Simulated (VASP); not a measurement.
A run of VASP 6.6.1:

File INCAR:

```
PREC = Accurate ; ENCUT = 600
EDIFF = 1E-6 ; ISMEAR = 0
SIGMA = 0.05 ; LREAL = F
LASPH = T ; NELM = 120
ALGO = Normal ; ISIF = 2
LWAVE = F ; LCHARG = F
NBANDS = 36 ; GGA_COMPAT = F
```

KPOINTS

```
Automatic mesh
0
Gamma
  9 9 2
```

Contents of POSCAR:

```
MgO
1.0
    2.0806186598     -2.0806186598      0.0000000000
    2.0806186598      0.0000000000     -2.0806186598
    8.3224746391      8.3224746391      8.3224746391
Mg O
6 6
Direct
    1.0000000000      0.0000000000      0.5000000000
    0.3333333333      0.3333333333      0.3333333333
    0.6666666667      0.6666666667      0.6666666667
    1.0000000000      1.0000000000      0.0000000000
    0.3333333333      0.3333333333      0.8333333333
    0.6666666667      0.6666666667      0.1666666667
    0.6666666667      0.6666666667      0.4166666667
    0.0000000000      0.0000000000      0.2500000000
    0.3333333333      0.3333333333      0.5833333333
    0.6666666667      0.6666666667      0.9166666667
    1.0000000000      1.0000000000      0.7500000000
    0.3333333333      0.3333333333      0.0833333333
```

Potentials or basis: VASP PAW LDA potentials, release 64 (Mg, O).

Launch:

```console
$ cat potpaw_LDA.64/Mg/POTCAR potpaw_LDA.64/O/POTCAR > POTCAR
$ mpirun -np 1 vasp_std > vasp.out
```

Hardware: 1 thread of Intel(R) Xeon(R) Platinum 8488C (Sapphire Rapids), with other jobs on the host.

**Question.** How long does it take, and how much memory?

**Answer.** Wall time 79 s on 1 thread of Intel(R) Xeon(R) Platinum 8488C (Sapphire Rapids), with other jobs on the host, peak memory 0.25 GiB. Counts: scf iterations 13, k points 24.
